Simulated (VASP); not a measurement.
# SiC20 in VASP: further runs

The runs below take SiC20 through single point, with LDA.

Program: VASP 6.6.1. These are calculated values, not measurements. Logs are shortened: lines on timing, memory, paths and dates and some standing lists are left out, and cuts for length are marked.

**1. The cell of the first run**

The cell holds a slab with vacuum, 21 atoms: a = 4.889 Å, b = 6.732 Å, c = 19.878 Å, α = 90.00°, β = 90.00°, γ = 90.00°.

**2. Single point, LDA**

INCAR reads:

```
PREC = Accurate
ENCUT = 520
EDIFF = 1E-7
ISMEAR = 0
SIGMA = 0.1
LREAL = Auto
LASPH = True
NELM = 100
ALGO = Normal
ISIF = 2
LWAVE = False
LCHARG = True
LDIPOL = True
IDIPOL = 3
DIPOL = 0.5 0.5 0.320
GGA = CA
LELF = True
LVHAR = True
LVACPOTAV = True
NBANDS = 58
```

KPOINTS reads:

```
regular mesh
0
Gamma
  6 4 1
```

POSCAR reads:

```
SiC20
1.0
    4.8886397374      0.0000000000      0.0000000000
    0.0000000000      6.7320639185      0.0000000000
    0.0000000000      0.0000000000     19.8779297502
C Si
20 1
Direct
    0.1873445658      0.7499862731      0.2012281988
    0.6873445658      0.7499862731      0.2012281988
    0.3122616418      0.2500137269      0.2189744258
    0.8122616418      0.2500137269      0.2189744258
    0.0622461176      0.2500137269      0.2544882356
    0.5622461176      0.2500137269      0.2544882356
    0.1871631936      0.7499862731      0.2722344626
    0.6871631936      0.7499862731      0.2722344626
    0.4371476695      0.7499862731      0.3077482725
    0.9371476696      0.7499862731      0.3077482725
    0.0327331600      0.2593588811      0.3267972099
    0.5327331600      0.2593588811      0.3267972099
    0.2778387656      0.2880713332      0.3614247234
    0.7778387656      0.2880713332      0.3614247234
    0.4611295625      0.6809589459      0.3746072660
    0.9611295625      0.6809589459      0.3746072660
    0.2151187046      0.6005973959      0.3990088605
    0.7151187046      0.6005973959      0.3990088605
    0.2458331930      0.4038298762      0.4214689284
    0.7458331930      0.4038298762      0.4214689284
    0.6208331930      1.1538298762      0.4481076241
```

Potentials or basis: VASP PAW LDA potentials, release 64 (C, Si).

Started as:

```bash
$ cat potpaw_LDA.64/C/POTCAR potpaw_LDA.64/Si/POTCAR > POTCAR
$ mpirun -np 1 vasp_std > vasp.out
```

OUTCAR:

```text
PREC = Accurate
   ENCUT = 520
   EDIFF = 1E-7
   ISMEAR = 0
   LREAL = Auto
   LASPH = True
   NELM = 100
   ISIF = 2
   GGA = CA

 ion  position               nearest neighbor table
   1  0.187  0.750  0.201-   7 1.41
   2  0.687  0.750  0.201-   8 1.41
   3  0.312  0.250  0.219-   6 1.41   5 1.41
   4  0.812  0.250  0.219-   5 1.41   6 1.41
   5  0.062  0.250  0.254-   4 1.41   3 1.41  11 1.45
   6  0.562  0.250  0.254-   3 1.41   4 1.41  12 1.45
   7  0.187  0.750  0.272-   9 1.41   1 1.41  10 1.41
   8  0.687  0.750  0.272-  10 1.41   2 1.41   9 1.41
   9  0.437  0.750  0.308-   7 1.41   8 1.41  15 1.41
  10  0.937  0.750  0.308-   8 1.41   7 1.41  16 1.41
  11  0.033  0.259  0.327-  13 1.40  14 1.44   5 1.45
  12  0.533  0.259  0.327-  14 1.40  13 1.44   6 1.45  21 2.55
  13  0.278  0.288  0.361-  11 1.40  19 1.43  12 1.44  21 2.57
  14  0.778  0.288  0.361-  12 1.40  20 1.43  11 1.44  21 2.09
  15  0.461  0.681  0.375-  17 1.41   9 1.41  18 1.44
  16  0.961  0.681  0.375-  18 1.41  10 1.41  17 1.44
  17  0.215  0.601  0.399-  15 1.41  19 1.41  16 1.44
  18  0.715  0.601  0.399-  16 1.41  20 1.41  15 1.44
  19  0.246  0.404  0.421-  17 1.41  13 1.43  21 2.54
  20  0.746  0.404  0.421-  18 1.41  14 1.43  21 1.87
  21  0.621  0.154  0.448-  20 1.87  14 2.09  19 2.54  12 2.55  13 2.57

  LATTYP: Found a simple orthorhombic cell.
 ALAT       =     4.8886397374
 B/A-ratio  =     1.3770832543
 C/A-ratio  =     4.0661473985

  Lattice vectors:

 A1 = (   4.8886397374,   0.0000000000,   0.0000000000)
 A2 = (   0.0000000000,   6.7320639185,   0.0000000000)
 A3 = (   0.0000000000,   0.0000000000,  19.8779297502)

Analysis of symmetry for initial positions (statically):
=====================================================================
 Subroutine PRICEL returns:
 Original cell was already a primitive cell.

 Routine SETGRP: Setting up the symmetry group for a
 simple orthorhombic supercell.

 Subroutine GETGRP returns: Found  1 space group operations
 (whereof  1 operations were pure point group operations)
 out of a pool of  8 trial point group operations.

The static configuration has the point symmetry C_1 .

Analysis of symmetry for dynamics (positions and initial velocities):
=====================================================================
 Subroutine PRICEL returns:
 Original cell was already a primitive cell.

 Routine SETGRP: Setting up the symmetry group for a
 simple orthorhombic supercell.

 Subroutine GETGRP returns: Found  1 space group operations
 (whereof  1 operations were pure point group operations)
 out of a pool of  8 trial point group operations.

The dynamic configuration has the point symmetry C_1 .

 Subroutine INISYM returns: Found  1 space group operations
 (whereof  1 operations are pure point group operations),
 and found     1 'primitive' translations

----------------------------------------------------------------------------------------

                                     Primitive cell

  volume of cell :     654.1953

  direct lattice vectors                    reciprocal lattice vectors
     4.888639737  0.000000000  0.000000000     0.204555879  0.000000000  0.000000000
     0.000000000  6.732063918  0.000000000     0.000000000  0.148542856  0.000000000
     0.000000000  0.000000000 19.877929750     0.000000000  0.000000000  0.050307050

  length of vectors
     4.888639737  6.732063918 19.877929750     0.204555879  0.148542856  0.050307050

  position of ions in fractional coordinates (direct lattice)
     0.187344566  0.749986273  0.201228199
     0.687344566  0.749986273  0.201228199
     0.312261642  0.250013727  0.218974426
     0.812261642  0.250013727  0.218974426
     0.062246118  0.250013727  0.254488236
     0.562246118  0.250013727  0.254488236
[... 13 lines left out ...]
     0.745833193  0.403829876  0.421468928
     0.620833193  0.153829876  0.448107624

  ion indices of the primitive-cell ions
   primitive index   ion index
                 1           1
                 2           2
                 3           3
                 4           4
                 5           5
                 6           6
[... 13 lines left out ...]
                20          20
                21          21

----------------------------------------------------------------------------------------

 KPOINTS: regular mesh

Automatic generation of k-mesh.
 Grid dimensions read from file:
 generate k-points for:    6    4    1

 Generating k-lattice:

  Cartesian coordinates                     Fractional coordinates (reciprocal lattice)
     0.034092647  0.000000000  0.000000000     0.166666667  0.000000000  0.000000000
     0.000000000  0.037135714  0.000000000     0.000000000  0.250000000  0.000000000
     0.000000000  0.000000000  0.050307050     0.000000000  0.000000000  1.000000000

  Length of vectors
     0.034092647  0.037135714  0.050307050

  Shift w.r.t. Gamma in fractional coordinates (k-lattice)
[... 36 lines left out ...]
   LNONCOLLINEAR =      F non collinear calculations
   LSORBIT =      F    spin-orbit coupling
   LASPH  =      T    aspherical Exc in radial PAW
   ENCUT  =  520.0 eV  38.22 Ry    6.18 a.u.   9.09 12.52 36.96*2*pi/ulx,y,z
   NELM   =    100;   NELMIN=  2; NELMDL= -5     # of ELM steps
   EDIFF  = 0.1E-06   stopping-criterion for ELM
   LREAL  =      T    real-space projection
   EDIFFG = 0.1E-05   stopping-criterion for IOM
   NSW    =      0    number of steps for IOM
   IBRION =     -1    ionic relax: 0-MD 1-quasi-New 2-CG
   NFREE  =      0    steps in history (QN), initial steepest desc. (CG)
   ISIF   =      2    stress and relaxation
   ISYM   =      2    0-nonsym 1-usesym 2-fastsym
   POTIM  = 0.5000    time-step for ionic-motion
   TEBEG  =    0.0;   TEEND  =   0.0 temperature during run
   PSTRESS=    0.0 pullay stress
   NELECT =      84.0000    total number of electrons
   NUPDOWN=      -1.0000    fix difference up-down
   EMIN   =  10.00;   EMAX   =-10.00  energy-range for DOS
   EFERMI =   0.00;   METHOD = LEGACY
   ISMEAR =     0;   SIGMA  =   0.10  broadening in eV -4-tet -1-fermi 0-gaus
   EFERMI_NEDOS =   21; number of points for ismear=-14 and -15
   IALGO  =     38    algorithm
   IMIX   =      4    mixing-type and parameters
     AMIX     =   0.40;   BMIX     =  1.00
     AMIX_MAG =   1.60;   BMIX_MAG =  1.00
  volume/ion in A,a.u.               =      31.15       210.23
  Fermi-wavevector in a.u.,A,eV,Ry     =   0.825909  1.560741  9.280880  0.682125
  Thomas-Fermi vector in A             =   1.937849
   LORBIT       =      0    0 simple, 1 ext, 2 COOP (PROOUT), +10 PAW based schemes
   GGA     = CA    functional components
   LHFCALC =     F    Hartree Fock is set to
   AEXX    =    0.0000 exact exchange contribution
   IVDW    =     0    specifies the selected vdW correction
   LEPSILON=     F    determine dielectric tensor
   LRPA    =     F    only Hartree local field effects (RPA)
 non-spin polarized calculation
 Gauss-broadening in eV      SIGMA  =   0.10
  energy-cutoff  :      520.00
  volume of cell :      654.20
 maximum number of plane-waves:     17652
   NGX = 19   NGY = 25   NGZ = 73

 dipolmoment           0.000000      0.000000      0.035203 electrons x Angstroem

 number of electron      83.9999997 magnetization

 dipolmoment           0.000000      0.000000     -0.613176 electrons x Angstroem

 Free energy of the ion-electron system (eV)
  ---------------------------------------------------
  ext. energy  EPLUGINS =         0.00000000
  ---------------------------------------------------
  free energy    TOTEN  =      -179.92265954 eV

  energy without entropy =     -179.85762512  energy(sigma->0) =     -179.89014233

 E-fermi :  -2.8492     XC(G=0):  -3.9946

 val. band max:       -2.8534518130   @ k =   0.3333   0.0000   0.0000
 cond. band min:      -2.8450209482   @ k =   0.1667   0.2500   0.0000
 fundamental gap:      0.0084308648
 Fermi energy:        -2.8491795801

 k-point     1 :       0.0000    0.0000    0.0000
  band No.  band energies     occupation
      1     -22.7197      2.00000
      2     -21.4009      2.00000
      3     -20.1062      2.00000
      4     -19.1150      2.00000
      5     -18.6625      2.00000
      6     -17.9276      2.00000
[... 46 lines left out ...]
     53       1.0758      0.00000
     54       1.2003      0.00000
[... 739 lines left out ...]
     53       0.9160      0.00000
     54       1.8161      0.00000
 [bands above 54 left out]

------------------------ aborting loop because EDIFF is reached ----------------------------------------

  FORCE on cell =-STRESS in cart. coord.  units (eV):
  Direction    XX          YY          ZZ          XY          YZ          ZX
  --------------------------------------------------------------------------------------
  -------------------------------------------------------------------------------------
  Total       -8.5782095      2.1852107      0.8556014      7.3420858      2.1377411      1.8473441
  in kB      -21.0087307      5.3517581      2.0954371     17.9813635      5.2355013      4.5242956
  external PRESSURE =      -4.5205118 kB  Pullay stress =       0.0000000 kB

 VOLUME and BASIS-vectors are now :
 -----------------------------------------------------------------------------
  energy-cutoff  :      520.00
  volume of cell :      654.20
      direct lattice vectors                 reciprocal lattice vectors
     4.888639737  0.000000000  0.000000000     0.204555879  0.000000000  0.000000000
     0.000000000  6.732063918  0.000000000     0.000000000  0.148542856  0.000000000
     0.000000000  0.000000000 19.877929750     0.000000000  0.000000000  0.050307050

 POSITION                                       TOTAL-FORCE (eV/Angst)
 -----------------------------------------------------------------------------------
      0.91586      5.04896      4.00000         0.115748     -0.036033      1.300669
      3.36018      5.04896      4.00000         0.094038     -0.099930      1.213179
      1.52653      1.68311      4.35276         0.033349      0.056797      1.937783
      3.97085      1.68311      4.35276        -0.317964      0.230273      1.802630
      0.30430      1.68311      5.05870        -1.061243     -0.494129     -1.980580
      2.74862      1.68311      5.05870        -1.207989     -0.739145     -1.928333
[... 13 lines left out ...]
      3.64611      2.71861      8.37793         0.371295     -0.069559      2.601819
      3.03503      1.03559      8.90745         0.022040      1.146244      0.001458
 -----------------------------------------------------------------------------------
    total drift:                               -0.025066      0.004930      0.048361

  FREE ENERGIE OF THE ION-ELECTRON SYSTEM (eV)
  ---------------------------------------------------
  free  energy   TOTEN  =      -179.9226595420 eV

  energy  without entropy=     -179.8576251247  energy(sigma->0) =     -179.89014233

 vacuum level on the upper side and lower side of the slab         1.503         4.874
```

It took 19 min on 1 thread of Intel Xeon Platinum 8375C at 2.90GHz (Ice Lake), shared host; peak memory 0.64 GiB.

Results:

- Free energy: -179.9227 eV
- Largest force: 2.629 eV/Å
- Band gap on the k mesh: zero (bands 42 and 43 overlap by 0.18 eV)

Forces in eV/Å, atoms in the order of the input:
```
C    0.116 -0.036  1.301
C    0.094 -0.100  1.213
C    0.033  0.057  1.938
C   -0.318  0.230  1.803
C   -1.061 -0.494 -1.981
C   -1.208 -0.739 -1.928
C    0.076  1.038 -2.090
C    0.135  1.061 -1.939
C    1.024 -0.451  0.628
C    1.120 -0.451  0.417
C    0.413  0.009 -0.395
C   -0.758  0.439 -0.790
C    0.130 -0.965 -0.844
C    0.950 -1.869 -1.276
C    0.199 -0.053 -0.148
C   -0.260 -0.269  0.022
C    0.011  0.304  0.568
C   -0.205  1.155  0.126
C   -0.882  0.058  0.772
C    0.371 -0.070  2.602
Si   0.022  1.146  0.001
```

**3. Single point, LDA**

INCAR reads:

```
  PREC = Accurate
  ENCUT = 520
  EDIFF = 1E-6
  ISMEAR = 0
  SIGMA = 0.1
  LREAL = Auto
  LASPH = True
  NELM = 100
  ALGO = Normal
  ISIF = 2
  LWAVE = False
  LCHARG = False
  LDIPOL = True
  IDIPOL = 3
  DIPOL = 0.5 0.5 0.322
  GGA = CA
  NBANDS = 58
```

KPOINTS is that of step 2.

POSCAR: that of step 2 with these lines changed.

```diff
@@ -28,2 +28,2 @@
     0.7458331930      0.4038298762      0.4214689284
-    0.6208331930      1.1538298762      0.4481076241
+    0.3708331930      0.6538298762      0.4856410364
```

Potentials or basis: VASP PAW LDA potentials, release 64 (C, Si).

Started as:

```bash
$ cat potpaw_LDA.64/C/POTCAR potpaw_LDA.64/Si/POTCAR > POTCAR
$ mpirun -np 1 vasp_std > vasp.out
```

Run time: 15 min. Hardware: 1 thread of Intel Xeon 6975P-C (Granite Rapids), shared host; peak memory 0.65 GiB.

It converged, with:

| Property | Result |
| --- | --- |
| Free energy | -179.0558 eV |
| Largest force | 3.148 eV/Å |
| Band gap on the k mesh | zero (bands 42 and 43 overlap by 0.28 eV) |

Forces on the atoms (eV/Å):
```
C    0.027  0.022  1.629
C    0.175 -0.080  1.423
C   -0.110  0.068  2.019
C   -0.239  0.067  2.032
C   -1.074 -0.358 -2.213
C   -1.153 -0.540 -1.968
C    0.295  0.835 -2.434
C   -0.128  1.116 -2.114
C    1.169 -0.121  0.176
C    0.895 -0.917  1.509
C    0.133  0.086  0.386
C   -0.173 -0.043  0.117
C    0.596 -0.686 -0.318
C   -0.117 -0.415  0.084
C    0.723 -0.232 -1.683
C   -0.605  0.610 -1.684
C   -1.539  2.444  1.251
C   -0.364  1.253  1.083
C   -0.134 -1.145  1.079
C    1.348 -0.943 -0.398
Si   0.275 -1.022  0.023
```

Levels at points of the mesh, in eV from the Fermi level:
| k point | band 38 | band 39 | band 40 | band 41 | band 42 | band 43 | band 44 | band 45 | band 46 | band 47 |
| --- | --- | --- | --- | --- | --- | --- | --- | --- | --- | --- |
| (0.00, 0.00, 0.00) | -1.29 | -1.16 | -0.74 | -0.52 | -0.22 | -0.06 | 0.34 | 0.78 | 1.17 | 1.53 |
| (0.50, 0.00, 0.00) | -1.69 | -1.56 | -0.26 | -0.12 | -0.01 | 0.20 | 0.68 | 1.11 | 1.61 | 1.94 |
| (0.00, 0.50, 0.00) | -1.42 | -1.17 | -0.75 | -0.51 | -0.29 | -0.25 | 0.42 | 0.72 | 1.22 | 1.47 |
| (0.50, 0.50, 0.00) | -1.75 | -1.49 | -0.28 | -0.14 | 0.00 | 0.30 | 0.68 | 1.07 | 1.70 | 1.87 |

**4. Single point, LDA**

INCAR reads:

```
SYSTEM = SiC20
ALGO = Normal ; DIPOL = 0.5 0.5 0.320
EDIFF = 1E-6 ; ENCUT = 520
IDIPOL = 3 ; ISIF = 2
ISMEAR = 0 ; LASPH = .TRUE.
LCHARG = .FALSE. ; LDIPOL = .TRUE.
LREAL = Auto ; LWAVE = .FALSE.
NBANDS = 58 ; NELM = 100
PREC = Accurate ; SIGMA = 0.1
```

KPOINTS reads:

```
k-points
0
G
  6 4 1
  0 0 0
```

POSCAR: that of step 3 with these lines changed.

```diff
@@ -28,2 +28,2 @@
     0.7458331930      0.4038298762      0.4214689284
-    0.3708331930      0.6538298762      0.4856410364
+    0.3708331930      1.1538298762      0.4515271929
```

Started as:

```bash
$ cat potpaw_LDA.64/C/POTCAR potpaw_LDA.64/Si/POTCAR > POTCAR
$ mpirun -np 1 vasp_std > vasp.out
```

Wall time 15 min (1 thread of Intel Xeon 6975P-C (Granite Rapids), shared host); peak memory 0.64 GiB.

It converged, with:

| Quantity | Value |
| --- | --- |
| Free energy | -180.1821 eV |
| Largest force | 3.100 eV/Å |
| Band gap on the k mesh | zero (bands 42 and 43 overlap by 0.12 eV) |

Forces in eV/Å, atoms in the order of the input:
```
C    0.159 -0.089  1.162
C    0.083 -0.031  1.300
C   -0.188  0.312  1.825
C   -0.119 -0.100  1.797
C   -1.128 -0.445 -1.872
C   -1.082 -0.666 -1.881
C    0.043  1.056 -1.874
C    0.114  1.088 -2.104
C    1.122 -0.457  0.640
C    1.040 -0.468  0.343
C   -1.058  0.087 -0.298
C    0.799  0.510 -0.997
C    0.767 -2.129 -1.320
C    1.020 -0.563 -1.297
C   -0.280 -0.002 -0.214
C    0.196 -0.351  0.029
C   -0.154  1.061  0.139
C   -0.378  0.003  0.428
C   -0.503 -0.255  3.048
C   -0.492 -0.578  1.142
Si   0.037  2.017  0.003
```

Levels at points of the mesh, in eV from the Fermi level:
```csv
k point,band 39,band 40,band 41,band 42,band 43,band 44,band 45,band 46
"(0.00, 0.00, 0.00)",-1.26,-0.66,-0.62,-0.16,0.03,0.30,0.51,0.92
"(0.50, 0.00, 0.00)",-1.82,-0.51,-0.33,0.06,0.17,0.48,1.27,1.36
"(0.00, 0.50, 0.00)",-1.26,-0.70,-0.56,-0.29,-0.05,0.29,0.59,0.88
"(0.50, 0.50, 0.00)",-1.85,-0.41,-0.15,0.02,0.15,0.70,1.10,1.33
```

**5. Single point, LDA**

INCAR reads:

```
ALGO     = Normal         # electronic algorithm
DIPOL    = 0.5 0.5 0.322
EDIFF    = 1E-6           # SCF threshold, eV
ENCUT    = 520            # plane-wave cutoff, eV
IDIPOL   = 3            
ISIF     = 2              # what is computed and relaxed
ISMEAR   = 0              # smearing method
LASPH    = T              # aspherical terms in the spheres
LCHARG   = F              # write CHGCAR
LDIPOL   = T            
LREAL    = Auto         
LWAVE    = F              # write WAVECAR
NBANDS   = 58             # bands
NELM     = 80             # most SCF steps
PREC     = Accurate       # precision mode
SIGMA    = 0.1            # smearing width, eV
```

KPOINTS reads:

```
k-points
0
Gamma
  6 4 1
```

POSCAR: that of step 4 with these lines changed.

```diff
@@ -28,2 +28,2 @@
     0.7458331930      0.4038298762      0.4214689284
-    0.3708331930      1.1538298762      0.4515271929
+    0.6208331930      0.6538298762      0.4905155916
```

Started as:

```bash
$ cat potpaw_LDA.64/C/POTCAR potpaw_LDA.64/Si/POTCAR > POTCAR
$ mpirun -np 1 vasp_std > vasp.out
```

It took 13 min on 1 thread of Intel Xeon 6975P-C (Granite Rapids), shared host; peak memory 0.65 GiB.

It converged, with:

* Free energy: -178.6772 eV
* Largest force: 3.171 eV/Å
* Band gap on the k mesh: zero (bands 42 and 43 overlap by 0.15 eV)

Forces on the atoms (eV/Å):
```
C    0.083 -0.133  1.468
C    0.154  0.060  1.659
C   -0.323  0.002  1.983
C   -0.048  0.011  2.071
C   -1.215 -0.405 -1.975
C   -0.987 -0.403 -2.266
C    0.236  1.295 -2.202
C    0.053  0.777 -2.519
C    0.808 -0.404  0.605
C    1.389 -0.789  1.193
C   -0.242  0.153  0.389
C    0.147  0.014  0.098
C    0.370 -0.374  0.152
C   -0.122 -0.857 -0.339
C   -0.820  0.091 -2.033
C    0.810  0.340 -1.562
C   -0.296  1.219  0.349
C   -0.166  2.792  1.494
C   -0.087 -0.537  0.205
C    0.413 -1.210  1.197
Si  -0.158 -1.644  0.031
```

Levels at points of the mesh, in eV from the Fermi level:
```tsv
k point	band 38	band 39	band 40	band 41	band 42	band 43	band 44	band 45	band 46	band 47
(0.00, 0.00, 0.00)	-1.29	-1.17	-0.71	-0.51	-0.23	-0.02	0.28	0.66	0.97	1.18
(0.50, 0.00, 0.00)	-1.73	-1.66	-0.26	-0.14	-0.04	0.22	0.51	0.87	1.39	1.78
(0.00, 0.50, 0.00)	-1.43	-1.17	-0.73	-0.51	-0.30	-0.12	0.36	0.72	0.77	1.21
(0.50, 0.50, 0.00)	-1.72	-1.58	-0.29	-0.09	-0.04	0.16	0.63	0.86	1.47	1.76
```

**6. The runs side by side**

```csv
cell,gap on the mesh (eV),largest force (eV/Å)
"as given, atomic positions A",none,2.63
"as given, atomic positions B",none,3.15
"as given, atomic positions C",none,3.10
"as given, atomic positions D",none,3.17
```

Alike in all rows: task single point; level LDA; potentials or basis VASP PAW LDA potentials, release 64 (C, Si); no spin polarisation; k mesh 6 × 4 × 1; cutoff (eV) 520; smearing gaussian 0.1 eV.

Total energies depend on the potentials used, so only differences within one code and one set of settings carry meaning.
